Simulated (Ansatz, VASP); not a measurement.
**One calculation of Be5GeN2, two programs**

```
Be Ge N
1.0
     2.68367    0.00000    0.00000
    -1.34184    2.32413    0.00000
     0.00000    0.00000   11.85437
Be Ge N
5 1 2
Direct
  0.00000 0.00000 0.99285
  0.33333 0.66667 0.17687
  0.00000 0.00000 0.30921
  0.66667 0.33333 0.69194
  0.33333 0.66667 0.82516
  0.33333 0.66667 0.50134
  0.66667 0.33333 0.24185
  0.00000 0.00000 0.76079
```

Alike in both runs: task relaxation of cell and atoms; functional PBE; k mesh 18 × 18 × 4; occupations gaussian, width 0.1 eV; no spin polarisation.

```csv
,VASP,Ansatz
version,VASP 6.6.1,Ansatz 0.2.0
potentials or method,"VASP PAW PBE potentials, release 64 (Be, Ge_d, N), cutoff 600 eV","scalar-relativistic, plane waves, PAW"
valence electrons in the cell,34,34
```

```csv
,VASP,Ansatz,Ansatz less VASP
"gap on the k mesh at the Fermi level, each at its own relaxed structure (eV)",none,none,-
relaxed volume (Å³/atom),9.34,9.33,-0.004
relaxed cell length with the largest relative difference (Å),11.987,11.998,+0.0112
```

A gap of «none» marks a metal or a gap that the smearing closes.
